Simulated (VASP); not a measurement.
Runs of VASP 6.6.1 on Sb. The structure is that of space group I4/mmm (No. 139), or close to it. The cells are those of the table. 

```tsv
task	cell	gap on the mesh (eV)	pressure (GPa)
single point	a = 3.224 Å, angles 125.2, 125.2, 81.3°, 1 atom	none	21.3
electric field gradients	a = 3.332 Å, angles 125.2, 125.2, 81.3°, 1 atom	none	8.5
single point	a = 3.290 Å, angles 125.2, 125.2, 81.3°, 1 atom	none	12.9
single point	a = 3.332 Å, angles 125.2, 125.2, 81.3°, 1 atom	none	8.5
electric field gradients	a = 3.290 Å, angles 125.2, 125.2, 81.3°, 1 atom	none	12.9
single point	a = 3.257 Å, angles 125.2, 125.2, 81.3°, 1 atom	none	(a)
```

Alike in all rows: level PBEsol; potentials or basis VASP PAW PBE potentials, release 64 (Sb); no spin polarisation; k mesh 13 × 13 × 15; cutoff (eV) 520; smearing fermi-dirac 0.03 eV.

Question: Fill in the values left out.

Answer: (a) 16.7.

Caveats: the cell stands under pressure; the PAW data sets were made with another functional, which shifts forces and pressure a little; spin-orbit coupling is left out, which moves the levels of the heavy elements.

A k mesh can miss the band edges, and the runs leave out spin-orbit coupling on Sb.

A gap of «none» marks levels without a gap at the run's occupations.
